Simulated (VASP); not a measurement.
**Ti3Ga: single point with LDA**

Ti3Ga:

```xyz
4
Lattice="5.0793 0.0000 0.0000 2.0787 4.6345 0.0000 -3.5790 -2.3172 2.7605" Properties=species:S:1:pos:R:3 pbc="T T T"
Ti    2.5396    0.0000    1.3803
Ti    1.0393    2.3172    1.3803
Ti    3.5790    2.3172    0.0000
Ga    0.0000    0.0000    0.0000
```

```yaml
Program: VASP 6.6.1
Task: single point
Functional: LDA
Potentials_or_basis: VASP PAW LDA potentials, release 64 (Ti_sv, Ga_d)
Cutoff: 520 eV
k_mesh: 8 × 8 × 8
Occupations: fermi-dirac, width 0.1 eV
Spin: no spin polarisation
Dipole_correction: no
Further_INCAR_settings: ALGO = Normal; EDIFF = 1e-06; NBANDS = 32
```

```
Pressure : -7.7 GPa
```

Stress tensor (GPa, compression positive):
```
-7.83 -0.21  0.00
-0.21 -7.64  0.00
 0.00  0.00 -7.51
```

Levels at points of the mesh, in eV from the Fermi level:
```
           k point  band 22  band 23  band 24  band 25  band 26  band 27
(0.00, 0.00, 0.00)    -1.18    -1.07    -0.33     0.41     0.41     0.48
(0.50, 0.00, 0.00)    -1.16    -0.78    -0.36     0.65     0.74     0.76
(0.50, 0.50, 0.00)    -1.59    -1.39    -0.27     0.28     0.33     0.49
(0.50, 0.50, 0.50)    -1.10    -1.10    -0.78     0.33     1.16     1.16
```

Run time: 5.8 min on 1 thread of Oxide Virtual Turin-like Processor, with other jobs on the host, peak memory 0.22 GiB.
